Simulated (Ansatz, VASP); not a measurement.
**V in VASP and in Ansatz**

File INCAR:

```
SYSTEM = V
ALGO = Normal
EDIFF = 1E-6
ENCUT = 500
GGA = PE
GGA_COMPAT = .False.
ISIF = 2
ISMEAR = -1
ISPIN = 2
LASPH = .True.
LCHARG = .False.
LMAXMIX = 4
LORBIT = 11
LREAL = .False.
LWAVE = .False.
MAGMOM = 0
NBANDS = 16
NELM = 200
PREC = Accurate
SIGMA = 0.1
```

File KPOINTS:

```
k-points
0
Gamma
  8 8 8
  0 0 0
```

POSCAR

```
V
1.0
    0.0000000000      1.8380780000      1.8380780000
    1.8380780000      0.0000000000      1.8380780000
    1.8380780000      1.8380780000      0.0000000000
V
1
Direct
    0.0000000000      0.0000000000      0.0000000000
```

Input for Ansatz:

```yaml
crystal:
  lattice:
    - [0, 1.838078, 1.838078]
    - [1.838078, 0, 1.838078]
    - [1.838078, 1.838078, 0]
  atoms:
    - { symbol: V, position: [0, 0, 0] }
kpoints:
  mp_grid: { grid: [8, 8, 8], shift: [0, 0, 0] }
hamiltonian:
  xc: pbe
  pseudopotentials: { kind: nc }
scf:
  occupations: { method: fermi_dirac }
magnetization:
  spin_polarized: true
```

Alike in both runs: task single point; functional PBE; k mesh 8 × 8 × 8; collinear spin.

|  | VASP | Ansatz |
| --- | --- | --- |
| version | VASP 6.6.1 | Ansatz 0.2 development build |
| potentials or method | VASP PAW PBE potentials, release 64 (V_sv) | scalar-relativistic |
| plane-wave cutoff (eV) | 500 | 1143 |
| occupations | fermi-dirac, width 0.1 eV | fermi-dirac |

|  | VASP | Ansatz | Ansatz less VASP |
| --- | --- | --- | --- |
| net moment per atom (μB) | 0.00 | 0.00 | 0.000 |

The k mesh is coarse, so the values compare programs but aren't converged.
